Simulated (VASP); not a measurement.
Input of a VASP 6.6.1 run:

The input INCAR:

```
PREC = Accurate
ENCUT = 520
EDIFF = 1E-6
ISMEAR = -1
SIGMA = 0.05
LREAL = False
LASPH = True
NELM = 150
ALGO = Normal
ISIF = 2
LWAVE = False
LCHARG = False
ISPIN = 2
MAGMOM = 4 0
LORBIT = 11
LMAXMIX = 4
NBANDS = 20
```

Contents of KPOINTS:

```
regular mesh
0
Gamma
  10 10 10
```

The input POSCAR:

```
MnO
1.0
    0.0000000000      2.1938512115      2.1938512115
    2.1938512115      0.0000000000      2.1938512115
    2.1938512115      2.1938512115      0.0000000000
Mn O
1 1
Direct
    0.0000000000      0.0000000000      0.0000000000
    0.5000000000      0.5000000000      0.5000000000
```

Potentials or basis: VASP PAW LDA potentials, release 64 (Mn_pv, O).

Command:

```sh
$ cat potpaw_LDA.64/Mn_pv/POTCAR potpaw_LDA.64/O/POTCAR > POTCAR
$ mpirun -np 1 vasp_std > vasp.out
```

(1) Estimate the net moment.

(2) Predict the pressure.

(3) Predict the site moments.

Results:

(1) 4.36 μB per cell.

(2) -15.4 GPa.

(3) Mn +3.98; O +0.17 μB.

Caveat: a cell with one magnetic atom can't hold antiferromagnetic order, which such compounds often take.
